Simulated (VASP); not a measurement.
# WSe2 in VASP: single point with PBEsol+D3(BJ)

Aim: the single point of WSe2 with PBEsol+D3(BJ).

All numbers are computed with VASP 6.6.1; they aren't measurements. Logs are shortened: lines on timing, memory, paths and dates and some standing lists are left out, and cuts for length are marked.

## Step 1: The cell of the first run

The cell holds a slab with vacuum, 3 atoms: a = 3.318 Å, b = 3.318 Å, c = 16.658 Å, α = 90.00°, β = 90.00°, γ = 120.00°.

## Step 2: Single point, PBEsol+D3(BJ)

File INCAR:

```
SYSTEM = WSe2
  PREC = Accurate
  ENCUT = 520
  EDIFF = 1E-7
  ISMEAR = 0
  SIGMA = 0.05
  LREAL = .False.
  LASPH = .True.
  NELM = 100
  ALGO = Normal
  ISIF = 2
  LWAVE = .False.
  LCHARG = .False.
  GGA = PS
  IVDW = 12
  NBANDS = 20
```

File KPOINTS:

```
Automatic mesh
0
Gamma
  12 12 2
  0 0 0
```

File POSCAR:

```
WSe2
1.0
    3.3179375931      0.0000000000      0.0000000000
   -1.6589687966      2.8734182438      0.0000000000
    0.0000000000      0.0000000000     16.6581424200
W Se
1 2
Direct
    0.0000000000      0.0000000000      0.0000000000
    0.3333333333      0.6666666667      0.0997865200
    0.3333333333      0.6666666667      0.9002134800
```

Potentials or basis: VASP PAW PBE potentials, release 64 (W_sv, Se).

Run with:

```
$ cat potpaw_PBE.64/W_sv/POTCAR potpaw_PBE.64/Se/POTCAR > POTCAR
$ mpirun -np 1 vasp_std > vasp.out
```

OUTCAR:

```text
SYSTEM = WSe2
   PREC = Accurate
   ENCUT = 520
   EDIFF = 1E-7
   ISMEAR = 0
   LREAL = .False.
   LASPH = .True.
   NELM = 100
   ISIF = 2
   GGA = PS
   IVDW = 12
 IVDW          = 12

 ion  position               nearest neighbor table
   1  0.000  0.000  0.000-   2 2.54   3 2.54   2 2.54   3 2.54   2 2.54   3 2.54
   2  0.333  0.667  0.100-   1 2.54   1 2.54   1 2.54
   3  0.333  0.667  0.900-   1 2.54   1 2.54   1 2.54

  LATTYP: Found a hexagonal cell.
 ALAT       =     3.3179375931
 C/A-ratio  =     5.0206316281

  Lattice vectors:

 A1 = (   3.3179375931,   0.0000000000,   0.0000000000)
 A2 = (  -1.6589687966,   2.8734182438,   0.0000000000)
 A3 = (   0.0000000000,   0.0000000000,  16.6581424200)

Analysis of symmetry for initial positions (statically):
=====================================================================
 Subroutine PRICEL returns:
 Original cell was already a primitive cell.

 Routine SETGRP: Setting up the symmetry group for a
 hexagonal supercell.

 Subroutine GETGRP returns: Found 12 space group operations
 (whereof 12 operations were pure point group operations)
 out of a pool of 24 trial point group operations.

The static configuration has the point symmetry D_3h.

Analysis of symmetry for dynamics (positions and initial velocities):
=====================================================================
 Subroutine PRICEL returns:
 Original cell was already a primitive cell.

 Routine SETGRP: Setting up the symmetry group for a
 hexagonal supercell.

 Subroutine GETGRP returns: Found 12 space group operations
 (whereof 12 operations were pure point group operations)
 out of a pool of 24 trial point group operations.

The dynamic configuration has the point symmetry D_3h.

 Subroutine INISYM returns: Found 12 space group operations
 (whereof 12 operations are pure point group operations),
 and found     1 'primitive' translations

----------------------------------------------------------------------------------------

                                     Primitive cell

  volume of cell :     158.8158

  direct lattice vectors                    reciprocal lattice vectors
     3.317937593  0.000000000  0.000000000     0.301392046  0.174008779  0.000000000
[... 84 lines left out ...]
   LSORBIT =      F    spin-orbit coupling
   LASPH  =      T    aspherical Exc in radial PAW
   ENCUT  =  520.0 eV  38.22 Ry    6.18 a.u.   6.17  6.17 30.97*2*pi/ulx,y,z
   NELM   =    100;   NELMIN=  2; NELMDL= -5     # of ELM steps
   EDIFF  = 0.1E-06   stopping-criterion for ELM
   LREAL  =      F    real-space projection
   EDIFFG = 0.1E-05   stopping-criterion for IOM
   NSW    =      0    number of steps for IOM
   IBRION =     -1    ionic relax: 0-MD 1-quasi-New 2-CG
   NFREE  =      0    steps in history (QN), initial steepest desc. (CG)
   ISIF   =      2    stress and relaxation
   ISYM   =      2    0-nonsym 1-usesym 2-fastsym
   POTIM  = 0.5000    time-step for ionic-motion
   TEBEG  =    0.0;   TEEND  =   0.0 temperature during run
   PSTRESS=    0.0 pullay stress
   NELECT =      26.0000    total number of electrons
   NUPDOWN=      -1.0000    fix difference up-down
   EMIN   =  10.00;   EMAX   =-10.00  energy-range for DOS
   EFERMI =   0.00;   METHOD = LEGACY
   ISMEAR =     0;   SIGMA  =   0.05  broadening in eV -4-tet -1-fermi 0-gaus
   EFERMI_NEDOS =   21; number of points for ismear=-14 and -15
   IALGO  =     38    algorithm
   IMIX   =      4    mixing-type and parameters
     AMIX     =   0.40;   BMIX     =  1.00
     AMIX_MAG =   1.60;   BMIX_MAG =  1.00
  volume/ion in A,a.u.               =      52.94       357.25
  Fermi-wavevector in a.u.,A,eV,Ry     =   0.895574  1.692389 10.912587  0.802053
  Thomas-Fermi vector in A             =   2.017923
   LORBIT       =      0    0 simple, 1 ext, 2 COOP (PROOUT), +10 PAW based schemes
   GGA     = PS    functional components
   LHFCALC =     F    Hartree Fock is set to
   AEXX    =    0.0000 exact exchange contribution
   IVDW    =    12    specifies the selected vdW correction
   LEPSILON=     F    determine dielectric tensor
   LRPA    =     F    only Hartree local field effects (RPA)
 non-spin polarized calculation
 Gauss-broadening in eV      SIGMA  =   0.05
  energy-cutoff  :      520.00
  volume of cell :      158.82
 maximum number of plane-waves:      4302
 NGX is ok and might be reduce to    28
   NGX = 13   NGY = 13   NGZ = 61

 number of electron      25.9999999 magnetization

 Free energy of the ion-electron system (eV)
  ---------------------------------------------------
  ext. energy  EPLUGINS =         0.00000000
  ---------------------------------------------------
  free energy    TOTEN  =       -23.21880416 eV

  energy without entropy =      -23.21880416  energy(sigma->0) =      -23.21880416

 E-fermi :  -0.5333     XC(G=0):  -4.7779

 val. band max:       -0.9731549043   @ k =   0.3333   0.3333   0.0000
 cond. band min:       0.5428998306   @ k =   0.3333   0.3333   0.5000
 fundamental gap:      1.5160547348
 Fermi energy:        -0.5332753322

 k-point     1 :       0.0000    0.0000    0.0000
  band No.  band energies     occupation
      1     -74.9727      2.00000
      2     -39.2019      2.00000
      3     -39.0966      2.00000
      4     -39.0966      2.00000
      5     -15.7122      2.00000
      6     -14.4157      2.00000
[... 541 lines left out ...]
     19       5.6599      0.00000
     20       5.6798      0.00000

 [... further k-points ...]

------------------------ aborting loop because EDIFF is reached ----------------------------------------

 Edisp (eV)   -0.84058

 E8    (eV) :    -0.5843

  FORCE on cell =-STRESS in cart. coord.  units (eV):
  Direction    XX          YY          ZZ          XY          YZ          ZX
  --------------------------------------------------------------------------------------
  -------------------------------------------------------------------------------------
  Total      -2.13728    -2.13728    -0.47482     0.00000     0.00000     0.00000
  in kB     -21.56149   -21.56149    -4.79009     0.00000     0.00000     0.00000
  external pressure =      -15.97 kB  Pullay stress =        0.00 kB

 VOLUME and BASIS-vectors are now :
 -----------------------------------------------------------------------------
  energy-cutoff  :      520.00
  volume of cell :      158.82
      direct lattice vectors                 reciprocal lattice vectors
     3.317937593  0.000000000  0.000000000     0.301392046  0.174008779  0.000000000
    -1.658968797  2.873418244  0.000000000     0.000000000  0.348017558  0.000000000
     0.000000000  0.000000000 16.658142420     0.000000000  0.000000000  0.060030703

 POSITION                                       TOTAL-FORCE (eV/Angst)
 -----------------------------------------------------------------------------------
      0.00000      0.00000      0.00000        -0.000000      0.000000      0.000000
     -0.00000      1.91561      1.66226         0.000000     -0.000000     -0.133019
     -0.00000      1.91561     14.99588        -0.000000     -0.000000      0.133019
 -----------------------------------------------------------------------------------
    total drift:                                0.000000     -0.000000     -0.000000

  FREE ENERGIE OF THE ION-ELECTRON SYSTEM (eV)
  ---------------------------------------------------
  free  energy   TOTEN  =       -24.0593801566 eV

  energy  without entropy=      -24.0593801566  energy(sigma->0) =      -24.05938016
```

stdout:

```text
POSCAR found type information on POSCAR W Se
 POSCAR found :  2 types and       3 ions
 scaLAPACK will be used
 -----------------------------------------------------------------------------
|                                                                             |
|                                                                             |
|     You enforced a specific xc type in the INCAR file but a different       |
|     I HOPE YOU KNOW WHAT YOU ARE DOING!                                     |
|                                                                             |
 -----------------------------------------------------------------------------

 LDA part: xc-table for (Slater+PW92), standard interpolation
 POSCAR, INCAR and KPOINTS ok, starting setup
 FFT: planning ... GRIDC
 FFT: planning ... GRID_SOFT
 FFT: planning ... GRID
 WAVECAR not read
 entering main loop
```

It took 2 min on 1 thread of AMD EPYC 9R45 (Zen 5), shared host; peak memory 0.34 GiB.

What came out:

- Free energy: -24.0594 eV
- Largest force: 0.133 eV/Å
- Band gap on the k mesh: 1.52 eV, direct
- Dispersion energy per atom: -0.280 eV

Forces on the atoms (eV/Å):
```
W    0.000  0.000  0.000
Se   0.000  0.000 -0.133
Se   0.000  0.000  0.133
```

Levels at points of the mesh, in eV from the valence-band top:
| k point | band 11 | band 12 | band 13 | band 14 | band 15 | band 16 |
| --- | --- | --- | --- | --- | --- | --- |
| (0.00, 0.00, 0.00) | -1.27 | -1.27 | -0.26 | 2.94 | 2.94 | 3.15 |
| (0.50, 0.00, 0.00) | -2.06 | -0.97 | -0.96 | 2.35 | 2.74 | 3.72 |
| (0.00, 0.00, 0.50) | -1.27 | -1.27 | -0.26 | 2.94 | 2.94 | 3.15 |
| (0.50, 0.00, 0.50) | -2.06 | -0.97 | -0.96 | 2.35 | 2.74 | 3.72 |

Caveat: the PAW data sets were made with another functional, which shifts forces and pressure a little; spin-orbit coupling is left out, which moves the levels of the heavy elements.
